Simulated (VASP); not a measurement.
# SrO (Fm-3m) in VASP: further runs, part 2 of 2

VASP 6.6.1.

### Step 3. Single point, BLYP+D3(BJ), non-collinear spin, typed start

This run uses another cell than the first one, of 17.58 Å³/atom.

INCAR reads:

```
PREC = Accurate
ENCUT = 520
EDIFF = 1E-7
ISMEAR = -1
SIGMA = 0.05
LREAL = F
LASPH = T
NELM = 150
ALGO = Normal
ISIF = 2
LWAVE = F
LCHARG = F
LNONCOLLINEAR = T
MAGMOM = 0.5 0 0 0 0 0
LORBIT = 11
GGA = B5
ALDAX = 1.0
AGGAX = 1.0
AGGAC = 1.0
ALDAC = 0.0
IVDW = 12
VDW_S6 = 1.0
VDW_S8 = 2.6996
VDW_A1 = 0.4298
VDW_A2 = 4.2359
NBANDS = 28
```

KPOINTS reads:

```
regular mesh
0
Gamma
  9 9 9
```

POSCAR reads:

```
SrO
1.0
    0.0000000000      2.6000709780      2.6000709780
    2.6000709780      0.0000000000      2.6000709780
    2.6000709780      2.6000709780      0.0000000000
Sr O
1 1
Direct
    0.5000000000      0.5000000000      0.5000000000
    0.0000000000      0.0000000000      0.0000000000
```

Potentials or basis: VASP PAW PBE potentials, release 64 (Sr_sv, O).

Launch:

```console
$ cat potpaw_PBE.64/Sr_sv/POTCAR potpaw_PBE.64/O/POTCAR > POTCAR
$ mpirun -np 1 vasp_ncl > vasp.out
```

OUTCAR:

```text
PREC = Accurate
   ENCUT = 520
   EDIFF = 1E-7
   ISMEAR = -1
   LREAL = F
   LASPH = T
   NELM = 150
   ISIF = 2
   LNONCOLLINEAR = T
   LORBIT = 11
   GGA = B5
   IVDW = 12
 IVDW          = 12

 ion  position               nearest neighbor table
   1  0.500  0.500  0.500-   2 2.60   2 2.60   2 2.60   2 2.60   2 2.60   2 2.60
   2  0.000  0.000  0.000-   1 2.60   1 2.60   1 2.60   1 2.60   1 2.60   1 2.60

  LATTYP: Found a face centered cubic cell.
 ALAT       =     5.2001419560

  Lattice vectors:

 A1 = (   0.0000000000,   2.6000709780,   2.6000709780)
 A2 = (   2.6000709780,   0.0000000000,   2.6000709780)
 A3 = (   2.6000709780,   2.6000709780,   0.0000000000)

Analysis of symmetry for initial positions (statically):
=====================================================================
 Subroutine PRICEL returns:
 Original cell was already a primitive cell.

 Routine SETGRP: Setting up the symmetry group for a
 face centered cubic supercell.

 Subroutine GETGRP returns: Found 48 space group operations
 (whereof 48 operations were pure point group operations)
 out of a pool of 48 trial point group operations.

The static configuration has the point symmetry O_h .

Analysis of symmetry for dynamics (positions and initial velocities):
=====================================================================
 Subroutine PRICEL returns:
 Original cell was already a primitive cell.

 Routine SETGRP: Setting up the symmetry group for a
 face centered cubic supercell.

 Subroutine GETGRP returns: Found 48 space group operations
 (whereof 48 operations were pure point group operations)
 out of a pool of 48 trial point group operations.

The dynamic configuration has the point symmetry O_h .

Analysis of structural, dynamic, and magnetic symmetry:
=====================================================================
 Subroutine PRICEL returns:
 Original cell was already a primitive cell.

 Routine SETGRP: Setting up the symmetry group for a
 face centered cubic supercell.

 Subroutine GETGRP returns: Found  8 space group operations
 (whereof  8 operations were pure point group operations)
 out of a pool of 48 trial point group operations.

The overall configuration has the point symmetry C_4h.

 Subroutine INISYM returns: Found  8 space group operations
 (whereof  8 operations are pure point group operations),
 and found     1 'primitive' translations

----------------------------------------------------------------------------------------

                                     Primitive cell

  volume of cell :      35.1549

  direct lattice vectors                    reciprocal lattice vectors
     0.000000000  2.600070978  2.600070978    -0.192302443  0.192302443  0.192302443
     2.600070978  0.000000000  2.600070978     0.192302443 -0.192302443  0.192302443
     2.600070978  2.600070978  0.000000000     0.192302443  0.192302443 -0.192302443

  length of vectors
     3.677055640  3.677055640  3.677055640     0.333077601  0.333077601  0.333077601

  position of ions in fractional coordinates (direct lattice)
     0.500000000  0.500000000  0.500000000
     0.000000000  0.000000000  0.000000000

  ion indices of the primitive-cell ions
   primitive index   ion index
                 1           1
[... 75 lines left out ...]
   EDIFFG = 0.1E-05   stopping-criterion for IOM
   NSW    =      0    number of steps for IOM
   IBRION =     -1    ionic relax: 0-MD 1-quasi-New 2-CG
   NFREE  =      0    steps in history (QN), initial steepest desc. (CG)
   ISIF   =      2    stress and relaxation
   ISYM   =      2    0-nonsym 1-usesym 2-fastsym
   POTIM  = 0.5000    time-step for ionic-motion
   TEBEG  =    0.0;   TEEND  =   0.0 temperature during run
   PSTRESS=    0.0 pullay stress
   NELECT =      16.0000    total number of electrons
   NUPDOWN=      -1.0000    fix difference up-down
   EMIN   =  10.00;   EMAX   =-10.00  energy-range for DOS
   EFERMI =   0.00;   METHOD = LEGACY
   ISMEAR =    -1;   SIGMA  =   0.05  broadening in eV -4-tet -1-fermi 0-gaus
   EFERMI_NEDOS =   21; number of points for ismear=-14 and -15
   IALGO  =     38    algorithm
   IMIX   =      4    mixing-type and parameters
     AMIX     =   0.40;   BMIX     =  1.00
     AMIX_MAG =   1.60;   BMIX_MAG =  1.00
  volume/ion in A,a.u.               =      17.58       118.62
  Fermi-wavevector in a.u.,A,eV,Ry     =   1.259272  2.379679 21.575663  1.585767
  Thomas-Fermi vector in A             =   2.392840
   LORBIT       =     11    0 simple, 1 ext, 2 COOP (PROOUT), +10 PAW based schemes
   GGA     = B5    functional components
   LHFCALC =     F    Hartree Fock is set to
   AEXX    =    0.0000 exact exchange contribution
   IVDW    =    12    specifies the selected vdW correction
   LEPSILON=     F    determine dielectric tensor
   LRPA    =     F    only Hartree local field effects (RPA)
  energy-cutoff  :      520.00
  volume of cell :       35.15
 maximum number of plane-waves:      1916
   NGX = 13   NGY = 13   NGZ = 13

 number of electron      16.0000000 magnetization       0.0001241      0.0000000      0.0000000

 number of electron      16.0000000 magnetization      -0.0000045      0.0000000     -0.0000000

 number of electron      16.0000000 magnetization       0.0000315     -0.0000000      0.0000000

 Free energy of the ion-electron system (eV)
  ---------------------------------------------------
  ext. energy  EPLUGINS =         0.00000000
  ---------------------------------------------------
  free energy    TOTEN  =       -11.49094765 eV

  energy without entropy =      -11.49094765  energy(sigma->0) =      -11.49094765

 E-fermi :   2.9573     XC(G=0):  -9.4121

 val. band max:        1.8567111645   @ k =   0.0000   0.0000   0.0000
 cond. band min:       5.3198614549   @ k =   0.4444   0.4444   0.0000
 fundamental gap:      3.4631502905
 Fermi energy:         2.9573202052

 k-point     1 :       0.0000    0.0000    0.0000
  band No.  band energies     occupation
      1     -30.6814      1.00000
      2     -30.6813      1.00000
      3     -13.0905      1.00000
      4     -13.0905      1.00000
      5     -12.3917      1.00000
      6     -12.3917      1.00000
[... 733 lines left out ...]
     27      11.8840      0.00000
     28      11.8840      0.00000

 [... further k-points ...]

------------------------ aborting loop because EDIFF is reached ----------------------------------------

 Edisp (eV)   -1.13310

 E8    (eV) :    -0.8743

  FORCE on cell =-STRESS in cart. coord.  units (eV):
  Direction    XX          YY          ZZ          XY          YZ          ZX
  --------------------------------------------------------------------------------------
  -------------------------------------------------------------------------------------
  Total      -0.52756    -0.52756    -0.52756     0.00000    -0.00000     0.00000
  in kB     -24.04348   -24.04348   -24.04348     0.00000    -0.00000     0.00000
  external pressure =      -24.04 kB  Pullay stress =        0.00 kB

 VOLUME and BASIS-vectors are now :
 -----------------------------------------------------------------------------
  energy-cutoff  :      520.00
  volume of cell :       35.15
      direct lattice vectors                 reciprocal lattice vectors
     0.000000000  2.600070978  2.600070978    -0.192302443  0.192302443  0.192302443
     2.600070978  0.000000000  2.600070978     0.192302443 -0.192302443  0.192302443
     2.600070978  2.600070978  0.000000000     0.192302443  0.192302443 -0.192302443

 POSITION                                       TOTAL-FORCE (eV/Angst)
 -----------------------------------------------------------------------------------
      2.60007      2.60007      2.60007         0.000000      0.000000     -0.000000
      0.00000      0.00000      0.00000         0.000000     -0.000000      0.000000
 -----------------------------------------------------------------------------------
    total drift:                                0.000000      0.000000      0.000000

  FREE ENERGIE OF THE ION-ELECTRON SYSTEM (eV)
  ---------------------------------------------------
  free  energy   TOTEN  =       -12.6240458330 eV

  energy  without entropy=      -12.6240458330  energy(sigma->0) =      -12.62404583

 total charge

# of ion       s       p       d       tot
------------------------------------------
    1        2.014   5.824   0.244   8.082
    2        1.543   3.428   0.000   4.970
--------------------------------------------------
tot          3.556   9.252   0.244  13.052

 magnetization (x)

# of ion       s       p       d       tot
------------------------------------------
    1        0.000  -0.000   0.000  -0.000
    2       -0.000   0.000   0.000   0.000
--------------------------------------------------
tot          0.000  -0.000   0.000   0.000

 magnetization (y)

# of ion       s       p       d       tot
------------------------------------------
    1        0.000   0.000   0.000   0.000
    2        0.000   0.000   0.000   0.000
--------------------------------------------------
tot          0.000   0.000   0.000   0.000

 magnetization (z)

# of ion       s       p       d       tot
------------------------------------------
    1        0.000   0.000   0.000   0.000
    2        0.000   0.000   0.000   0.000
--------------------------------------------------
tot          0.000   0.000   0.000   0.000
```

OSZICAR:

```text
N       E                     dE             d eps       ncg     rms          rms(c)
DAV:   1     0.833305435859E+02    0.83331E+02   -0.78992E+03  5880   0.109E+03
DAV:   2    -0.826343645690E+01   -0.91594E+02   -0.85947E+02  7560   0.258E+02
DAV:   3    -0.139411677493E+02   -0.56777E+01   -0.56363E+01  8932   0.530E+01
DAV:   4    -0.140857493888E+02   -0.14458E+00   -0.14437E+00  7780   0.677E+00
DAV:   5    -0.140869441902E+02   -0.11948E-02   -0.11946E-02  7596   0.689E-01    0.154E+01
DAV:   6    -0.116345688772E+02    0.24524E+01   -0.87234E+00  6060   0.224E+01    0.188E+01
DAV:   7    -0.115131376204E+02    0.12143E+00   -0.65432E-01  7100   0.605E+00    0.109E+01
DAV:   8    -0.114894089638E+02    0.23729E-01   -0.17537E-01  6420   0.385E+00    0.837E-01
DAV:   9    -0.114906096032E+02   -0.12006E-02   -0.89303E-03  9176   0.669E-01    0.328E-01
DAV:  10    -0.114906625418E+02   -0.52939E-04   -0.36403E-04  6356   0.173E-01    0.154E-01
DAV:  11    -0.114909158193E+02   -0.25328E-03   -0.27843E-04  6232   0.168E-01    0.830E-02
DAV:  12    -0.114909425500E+02   -0.26731E-04   -0.37823E-05  6652   0.517E-02    0.266E-02
DAV:  13    -0.114909458435E+02   -0.32935E-05   -0.61683E-06  6664   0.289E-02    0.212E-02
DAV:  14    -0.114909474153E+02   -0.15718E-05   -0.17284E-06  6232   0.127E-02    0.295E-03
DAV:  15    -0.114909476231E+02   -0.20784E-06   -0.28404E-07  7188   0.435E-03    0.254E-03
DAV:  16    -0.114909476526E+02   -0.29431E-07   -0.57625E-08  5552   0.236E-03
   1 F= -.12624046E+02 E0= -.12624046E+02  d E =-.120966E-10  mag=    -0.0000    -0.0000    -0.0000
```

Run time: 3.7 min. Hardware: 1 thread of Intel Xeon Platinum 8488C (Sapphire Rapids), shared host; peak memory 0.35 GiB.

What came out:

```yaml
Free_energy: -12.6240 eV
Pressure: -2.4 GPa
Band_gap_on_the_k_mesh: 3.46 eV (least direct gap 3.57 eV)
Net_moment: 0.00 μB per cell
Valence_electrons_inside_the_program's_atomic_spheres: Sr 8.08; O 4.97
Dispersion_energy_per_atom: -0.567 eV
```

Moments on the atoms (μB; x, y, z):
```
Sr  0.00 0.00 0.00
O   0.00 0.00 0.00
```

Caveat: three body term missing; the PAW data sets were made with another functional, which shifts forces and pressure a little; an odd mesh through Γ misses points on the zone boundary, where band edges can lie. A hybrid or GW would open this gap; BLYP tends to underestimate it.
